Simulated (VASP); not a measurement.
A run of VASP 6.6.1 is set up as follows.

Contents of INCAR:

```
SYSTEM = ScAl3N3
PREC = Accurate
ENCUT = 600
EDIFF = 1E-7
ISMEAR = 0
SIGMA = 0.1
LREAL = .FALSE.
LASPH = .TRUE.
NELM = 120
ALGO = Normal
ISIF = 3
LWAVE = .FALSE.
LCHARG = .FALSE.
GGA = PE
IBRION = 2
NSW = 100
EDIFFG = -0.01
GGA_COMPAT = .FALSE.
NELMIN = 4
```

The input KPOINTS:

```
Automatic mesh
0
G
  8 8 8
  0 0 0
```

File POSCAR:

```
ScAl3N3
1.0
    3.1688544012     -3.2805026748      0.0000000000
    3.1688544012      3.2805026748      0.0000000000
   -3.1560250861      0.0000000000      4.3994521452
Sc Al N
1 3 3
Direct
    0.0358990340      0.0358990340      0.9694581658
    0.5177056713      0.5177056713      0.9556546297
    0.7744405039      0.2638210947      0.4504589621
    0.2638210947      0.7744405039      0.4504589621
    0.6242127363      0.1545402754      0.6921095523
    0.1545402754      0.6242127363      0.6921095523
    0.8831326644      0.8831326644      0.2176421057
```

Potentials or basis: VASP PAW PBE potentials, release 64 (Sc_sv, Al, N).

Command:

```bash
$ cat potpaw_PBE.64/Sc_sv/POTCAR potpaw_PBE.64/Al/POTCAR potpaw_PBE.64/N/POTCAR > POTCAR
$ mpirun -np 1 vasp_std > vasp.out
```

Question: Estimate the relaxed cell.

Answer: a = 4.555 Å, b = 4.555 Å, c = 5.434 Å, α = 113.97°, β = 113.97°, γ = 91.80°.

Question: Predict the band gap on the k mesh.

Answer: Zero (an odd number of electrons rules out a gap without spin polarisation).

Final structure:
```
CELL_PARAMETERS angstrom
3.16970 -3.27091 -0.00578
3.16970 3.27091 -0.00578
-3.16489 0.00000 4.41739
ATOMIC_POSITIONS crystal
Sc 0.03750 0.03750 0.97029
Al 0.51595 0.51595 0.95385
Al 0.77572 0.26383 0.45207
Al 0.26383 0.77572 0.45207
N 0.62480 0.15427 0.69169
N 0.15427 0.62480 0.69169
N 0.88167 0.88167 0.21622
```

Caveat: an odd number of electrons without spin polarisation forces a metal; a magnetic or distorted state may lie lower.
